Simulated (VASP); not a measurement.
Write the native input for VASP 6.6.1 that does the following.

* Task: relaxation of cell and atoms
* Functional: r2SCAN
* Potentials or basis: VASP PAW PBE potentials, release 64 (Mg, Zn, O)
* Cutoff: 600 eV
* k mesh: 12 × 12 × 4
* Occupations: fermi-dirac, width 0.02 eV
* Spin: no spin polarisation
* Dipole correction: no
* Further INCAR settings: ALGO = Normal; EDIFF = 1e-07; IBRION = 2; EDIFFG = -0.005; NSW = 80; ISIF = 3

MgZn2O3:

```
Mg Zn O
1.0
     3.04791    0.00000    0.00000
    -1.52395    2.63957    0.00000
     0.00000    0.00000    7.43802
Mg Zn O
1 2 3
Direct
  0.00000 0.00000 0.00000
  0.33333 0.66667 0.66864
  0.66667 0.33333 0.33136
  0.33333 0.66667 0.16055
  0.66667 0.33333 0.83945
  0.00000 0.00000 0.50000
```

The input as run:

POSCAR

```
MgZn2O3
1.0
    3.0479093966      0.0000000000      0.0000000000
   -1.5239546983      2.6395669659      0.0000000000
    0.0000000000      0.0000000000      7.4380249392
Mg Zn O
1 2 3
Direct
    0.0000000000      0.0000000000      0.0000000000
    0.3333333333      0.6666666667      0.6686375893
    0.6666666667      0.3333333333      0.3313624107
    0.3333333333      0.6666666667      0.1605454555
    0.6666666667      0.3333333333      0.8394545445
    0.0000000000      0.0000000000      0.5000000000
```

INCAR.step1

```
SYSTEM = MgZn2O3
PREC = Accurate
ENCUT = 600
ISMEAR = -1
SIGMA = 0.02
LREAL = .False.
LASPH = .True.
NELM = 100
GGA = PE
ALGO = Normal
EDIFF = 1E-4
LWAVE = .True.
LCHARG = .False.
```

INCAR.step2

```
SYSTEM = MgZn2O3
PREC = Accurate
ENCUT = 600
EDIFF = 1E-7
ISMEAR = -1
SIGMA = 0.02
LREAL = .False.
LASPH = .True.
NELM = 100
ALGO = Normal
ISIF = 3
LWAVE = .False.
LCHARG = .False.
METAGGA = R2SCAN
LMIXTAU = .True.
IBRION = 2
NSW = 80
EDIFFG = -0.005
ISTART = 1
```

KPOINTS

```
Automatic mesh
0
Gamma
  12 12 4
  0 0 0
```

Potentials or basis: VASP PAW PBE potentials, release 64 (Mg, Zn, O).

Command:

```sh
$ cat potpaw_PBE.64/Mg/POTCAR potpaw_PBE.64/Zn/POTCAR potpaw_PBE.64/O/POTCAR > POTCAR
$ cp INCAR.step1 INCAR
$ mpirun -np 1 vasp_std > vasp.out
$ cp INCAR.step2 INCAR
$ mpirun -np 1 vasp_std > vasp.out
```

It gave:

The relaxed volume is 9.58 Å³/atom, the relaxed cell is a = 3.007 Å, b = 3.007 Å, c = 7.346 Å, α = 90.00°, β = 90.00°, γ = 120.00° and the space group after relaxing (to 0.1 Å) is P-3m1 (No. 164). The energy gained by relaxing is 8.8 meV/atom and the ionic steps are 7. The pressure after relaxing is 0.0 GPa and the band gap on the k mesh is 2.59 eV.

Caveat: the PAW data sets were made with another functional, which shifts forces and pressure a little.

Wall time 66 min on 1 thread of AMD EPYC 7R43 64-Core Processor (Zen 3) (shared host), peak memory 0.25 GiB.
